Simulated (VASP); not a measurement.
Input of a VASP 6.6.1 run:

File INCAR:

```
SYSTEM = Ta
PREC = Accurate
ENCUT = 520
EDIFF = 1E-8
ISMEAR = -1
SIGMA = 0.05
LREAL = .False.
LASPH = .True.
NELM = 80
ALGO = Normal
ISIF = 2
LWAVE = .False.
LCHARG = .False.
GGA = PS
LEFG = .True.
NBANDS = 12
```

Contents of KPOINTS:

```
Automatic mesh
0
Gamma
  15 15 15
  0 0 0
```

POSCAR

```
Ta
1.0
   -1.6457572832      1.6457572832      1.6457572832
    1.6457572832     -1.6457572832      1.6457572832
    1.6457572832      1.6457572832     -1.6457572832
Ta
1
Direct
    0.0000000000      0.0000000000      0.0000000000
```

Potentials or basis: VASP PAW PBE potentials, release 64 (Ta_pv).

The run is started by

```console
$ cat potpaw_PBE.64/Ta_pv/POTCAR > POTCAR
$ mpirun -np 1 vasp_std > vasp.out
```

Question: Estimate the pressure.

Answer: -1.9 GPa.

Caveat: without QUAD_EFG the Cq values of the log hold for a quadrupole moment of 1 mb, not for the nuclei; the PAW data sets were made with another functional, which shifts forces and pressure a little.
